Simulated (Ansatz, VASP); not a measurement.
# NbC: VASP beside Ansatz

Contents of POSCAR:

```
NbC
1.0
    0.0000000000      2.2345500000      2.2345500000
    2.2345500000      0.0000000000      2.2345500000
    2.2345500000      2.2345500000      0.0000000000
Nb C
1 1
Direct
    0.0000000000      0.0000000000      0.0000000000
    0.5000000000      0.5000000000      0.5000000000
```

File INCAR.step1:

```
SYSTEM = NbC
  PREC = Accurate
  ENCUT = 660
  ISMEAR = -1
  SIGMA = 0.1
  LREAL = .False.
  LASPH = .True.
  NELM = 120
  NBANDS = 16
  GGA = PE
  ALGO = Normal
  EDIFF = 1E-5
  LWAVE = .True.
  LCHARG = .False.
  GGA_COMPAT = .False.
```

INCAR.step2

```
SYSTEM = NbC
  PREC = Accurate
  ENCUT = 660
  EDIFF = 1E-6
  ISMEAR = -1
  SIGMA = 0.1
  LREAL = .False.
  LASPH = .True.
  NELM = 120
  ALGO = Normal
  ISIF = 2
  LWAVE = .False.
  LCHARG = .True.
  METAGGA = R2SCAN
  LMIXTAU = .True.
  LELF = .True.
  LVHAR = .True.
  NBANDS = 16
  ISTART = 1
  GGA_COMPAT = .False.
```

Contents of KPOINTS:

```
Automatic mesh
0
Gamma
  5 5 5
  0 0 0
```

Input for Ansatz:

```yaml
crystal:
  lattice:
    - [0.0, 2.23455, 2.23455]
    - [2.23455, 0.0, 2.23455]
    - [2.23455, 2.23455, 0.0]
  atoms:
    - { symbol: Nb, position: [0.0, 0.0, 0.0] }
    - { symbol: C, position: [0.5, 0.5, 0.5] }
kpoints:
  mp_grid:
    grid: [5, 5, 5]
hamiltonian:
  xc: r2scan
  pseudopotentials:
    kind: paw
scf:
  occupations:
    method: fermi_dirac
    width: 0.1
output:
  forces: true
  stress: true
```

Alike in both runs: task single point; functional r2SCAN; k mesh 5 × 5 × 5; occupations fermi-dirac, width 0.1 eV; no spin polarisation.

```csv
,VASP,Ansatz
version,VASP 6.6.1,Ansatz 0.2.0
potentials or method,"VASP PAW PBE potentials, release 64 (Nb_sv, C)","plane waves, PAW"
plane-wave cutoff (eV),660,500
valence electrons in the cell,17,17
```

VASP gave:

- pressure (GPa): 2.2

Q: What did Ansatz give for the same quantities?

A: Pressure (GPa): 2.6.

VASP's potentials were made for PBE, not for r2SCAN. With one functional, cell and mesh, what is left measures potentials, basis and numerics.

The k mesh is coarse, so the values compare programs but aren't converged.
